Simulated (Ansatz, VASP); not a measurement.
**Two plane-wave programs on AlGaN2**

```
Al Ga N
1.0
     3.14088    0.00000    0.00000
     0.00000    3.14088    0.00000
     0.00000    0.00000    4.42384
Al Ga N
1 1 2
Cartesian
  1.5704 1.5704 2.2119
  0.0000 0.0000 0.0000
  1.5704 0.0000 3.1610
  0.0000 1.5704 1.2629
```

Change from the starting cell: mode 12 (706.6 1/cm) frozen in, largest displacement +0.105 Å.

Alike in both runs: task single point; functional r2SCAN; k mesh 8 × 8 × 6; occupations gaussian, width 0.05 eV; no spin polarisation.

|  | VASP | Ansatz |
| --- | --- | --- |
| version | VASP 6.6.1 | Ansatz 0.2.0 |
| potentials or method | VASP PAW PBE potentials, release 64 (Al, Ga_d, N), cutoff 520 eV | scalar-relativistic, plane waves, PAW |
| valence electrons in the cell | 26 | 26 |

|  | VASP | Ansatz | Ansatz less VASP |
| --- | --- | --- | --- |
| gap on the k mesh at the Fermi level (eV) | 3.11 | 3.10 | -0.009 |
| least direct gap on the mesh (eV) | 3.11 | 3.10 | -0.009 |
| pressure (GPa) | 1.7 | 1.4 | -0.27 |
| traceless stress, the component that is largest in VASP (GPa) | -3.44 | -3.54 | -0.095 |
| rms of the force components (eV/Å) | 1.087 | 1.115 | +0.0279 |

VASP's potentials were made for PBE, not for r2SCAN. Atom by atom the forces differ by 0.028 eV/Å (rms over components). The functional is the same, so the differences come from potentials, cutoffs and numerics.
